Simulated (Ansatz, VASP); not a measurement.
**One calculation of SrBr3, two programs**

INCAR

```
PREC = Accurate
ENCUT = 520
EDIFF = 1E-6
ISMEAR = 0
SIGMA = 0.01
LREAL = F
LASPH = T
NELM = 80
ALGO = Normal
ISIF = 2
LWAVE = F
LCHARG = F
GGA = PE
NBANDS = 41
```

File KPOINTS:

```
regular mesh
0
Gamma
  5 5 5
```

POSCAR

```
SrBr3
1.0
    6.7640622058      0.0000000000      0.0000000000
   -3.3820311029      5.8578497030      0.0000000000
    0.0000000000      0.0000000000      6.0242580000
Sr Br
2 6
Direct
    0.3333333333      0.6666666667      0.7500000000
    0.6666666667      0.3333333333      0.2500000000
    0.1726970050      0.3453940100      0.2500000000
    0.1726970050      0.8273029950      0.2500000000
    0.6546059900      0.8273029950      0.2500000000
    0.8273029950      0.6546059900      0.7500000000
    0.8273029950      0.1726970050      0.7500000000
    0.3453940100      0.1726970050      0.7500000000
```

File input.yaml:

```yaml
crystal:
  lattice:
    - [6.7640622058, 0.0, 0.0]
    - [-3.3820311029, 5.857849703, 0.0]
    - [0.0, 0.0, 6.024258]
  atoms:
    - { symbol: Sr, position: [0.3333333333, 0.6666666667, 0.75] }
    - { symbol: Sr, position: [0.6666666667, 0.3333333333, 0.25] }
    - { symbol: Br, position: [0.172697005, 0.34539401, 0.25] }
    - { symbol: Br, position: [0.172697005, 0.827302995, 0.25] }
    - { symbol: Br, position: [0.65460599, 0.827302995, 0.25] }
    - { symbol: Br, position: [0.827302995, 0.65460599, 0.75] }
    - { symbol: Br, position: [0.827302995, 0.172697005, 0.75] }
    - { symbol: Br, position: [0.34539401, 0.172697005, 0.75] }
hamiltonian:
  xc: pbe
  pseudopotentials: { kind: paw }
kpoints:
  mp_grid: { grid: [5, 5, 5] }
  band_path:
    path:
      - [[0.0, 0.0, 0.0], [0.5, 0.0, 0.0], [0.3333333333, 0.3333333333, 0.0], [0.0, 0.0, 0.0], [0.0, 0.0, 0.5], [0.5, 0.0, 0.5], [0.3333333333, 0.3333333333, 0.5], [0.0, 0.0, 0.5]]
      - [[0.5, 0.0, 0.5], [0.5, 0.0, 0.0]]
      - [[0.3333333333, 0.3333333333, 0.0], [0.3333333333, 0.3333333333, 0.5]]
    npoints: 10
scf:
  occupations: { method: gaussian, width: 0.01 }
  n_extra_bands: 20
output:
  forces: true
  stress: true
  eigenvalues: true
  fatbands: false
```

Alike in both runs: functional PBE; k mesh 5 × 5 × 5; occupations gaussian, width 0.01 eV; no spin polarisation.

```csv
,VASP,Ansatz
version,VASP 6.6.1,Ansatz 0.2.0
potentials or method,"VASP PAW PBE potentials, release 64 (Sr_sv, Br)",Ansatz PAW
plane-wave cutoff (eV),520,420
valence electrons in the cell,62,62
task,single point,band structure
```

VASP gave:

| Quantity | Value |
| --- | --- |
| gap on the k mesh at the Fermi level (eV) | none |
| pressure (GPa) | -0.3 |
| traceless stress, the component that is largest in VASP (GPa) | 0.31 |
| rms of the force components (eV/Å) | 0.022 |

Task: What did Ansatz give for the same quantities?

Result: gap on the k mesh at the Fermi level (eV): none; pressure (GPa): -0.4; traceless stress, the component that is largest in VASP (GPa): 0.33; rms of the force components (eV/Å): 0.021.

Atom by atom the forces differ by 0.001 eV/Å (rms over components). A gap of «none» marks a metal or a gap that the smearing closes.
